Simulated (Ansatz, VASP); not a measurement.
## SrAl3: VASP beside Ansatz

Contents of INCAR:

```
  ALGO = Fast
  EDIFF = 1E-6
  ENCUT = 520
  GGA = PS
  ISIF = 2
  ISMEAR = 0
  LASPH = T
  LCHARG = T
  LELF = T
  LREAL = F
  LVHAR = T
  LWAVE = F
  NBANDS = 18
  NELM = 100
  PREC = Accurate
  SIGMA = 0.05
```

KPOINTS

```
k-points
0
Gamma
  8 8 8
```

File POSCAR:

```
SrAl3
1.0
    4.4737020881      0.0000000000      0.0000000000
    0.0000000000      4.4737020881      0.0000000000
    0.0000000000      0.0000000000      4.4737020881
Sr Al
1 3
Direct
    0.0000000000      0.0000000000      0.0000000000
    0.0000000000      0.5000000000      0.5000000000
    0.5000000000      0.5000000000      0.0000000000
    0.5000000000      0.0000000000      0.5000000000
```

Input for Ansatz:

```yaml
crystal:
  lattice:
    - [4.4737020881, 0.0, 0.0]
    - [0.0, 4.4737020881, 0.0]
    - [0.0, 0.0, 4.4737020881]
  atoms:
    - { symbol: Sr, position: [0.0, 0.0, 0.0] }
    - { symbol: Al, position: [0.0, 0.5, 0.5] }
    - { symbol: Al, position: [0.5, 0.5, 0.0] }
    - { symbol: Al, position: [0.5, 0.0, 0.5] }
basis:
  ecutwfc: 420
  ecutrho_ratio: 4
kpoints:
  mp_grid: { grid: [8, 8, 8] }
hamiltonian:
  xc: pbesol
scf:
  occupations: { method: gaussian, width: 0.05 }
output:
  forces: true
  stress: true
  eigenvalues: true
  populations: true
```

Alike in both runs: task single point; functional PBEsol; k mesh 8 × 8 × 8; occupations gaussian, width 0.05 eV; no spin polarisation.

|  | VASP | Ansatz |
| --- | --- | --- |
| version | VASP 6.6.1 | Ansatz 0.2.0 |
| potentials or method | VASP PAW PBE potentials, release 64 (Sr_sv, Al), cutoff 520 eV | scalar-relativistic, plane waves, PAW |
| valence electrons in the cell | 19 | 19 |

VASP gave:

```
gap on the k mesh at the Fermi level (eV) : none
pressure (GPa)                            : -1.7
```

Problem. Which values does Ansatz return?

Solution. gap on the k mesh at the Fermi level (eV): none; pressure (GPa): -1.8.

VASP's potentials were made for PBE, not for PBEsol. A gap of «none» marks a metal or a gap that the smearing closes. The functional is the same, so the differences come from potentials, cutoffs and numerics.
